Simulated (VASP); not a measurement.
Input of a VASP 6.6.1 run:

File POSCAR:

```
MoW7
1.0
   -3.1801028217      3.1801028217      3.1801028217
    3.1801028217     -3.1801028217      3.1801028217
    3.1801028217      3.1801028217     -3.1801028217
Mo W
1 7
Direct
    0.0000000000      0.0000000000      0.0000000000
    0.5000000000      0.0000000000      0.5000000000
    0.5000000000      0.5000000000      0.5000000000
    0.0000000000      0.5000000000      0.5000000000
    0.0000000000      0.5000000000      0.0000000000
    0.5000000000      0.5000000000      0.0000000000
    0.5000000000      0.0000000000      0.0000000000
    0.0000000000      0.0000000000      0.5000000000
```

INCAR.step1

```
ALGO = Normal
EDIFF = 1E-4
ENCUT = 520
GGA = PE
ISMEAR = 0
LASPH = True
LCHARG = False
LREAL = False
LWAVE = True
NBANDS = 66
NELM = 100
PREC = Accurate
SIGMA = 0.1
```

INCAR.step2

```
ALGO = Normal
EDIFF = 1E-6
ENCUT = 520
ISIF = 2
ISMEAR = 0
ISTART = 1
LASPH = True
LCHARG = True
LELF = True
LMIXTAU = True
LREAL = False
LVHAR = True
LWAVE = False
METAGGA = R2SCAN
NBANDS = 66
NELM = 100
PREC = Accurate
SIGMA = 0.1
```

File KPOINTS:

```
k-points
0
Gamma
  8 8 8
```

Potentials or basis: VASP PAW PBE potentials, release 64 (Mo_sv, W_sv).

Run with:

```console
$ cat potpaw_PBE.64/Mo_sv/POTCAR potpaw_PBE.64/W_sv/POTCAR > POTCAR
$ cp INCAR.step1 INCAR
$ mpirun -np 1 vasp_std > vasp.out
$ cp INCAR.step2 INCAR
$ mpirun -np 1 vasp_std > vasp.out
```

Question: Predict the pressure.

Answer: -2.9 GPa.

Question: Estimate the band gap on the k mesh.

Answer: Zero (bands 56 and 57 overlap by 1.24 eV).

Caveat: the PAW data sets were made with another functional, which shifts forces and pressure a little; spin-orbit coupling is left out, which moves the levels of the heavy elements.
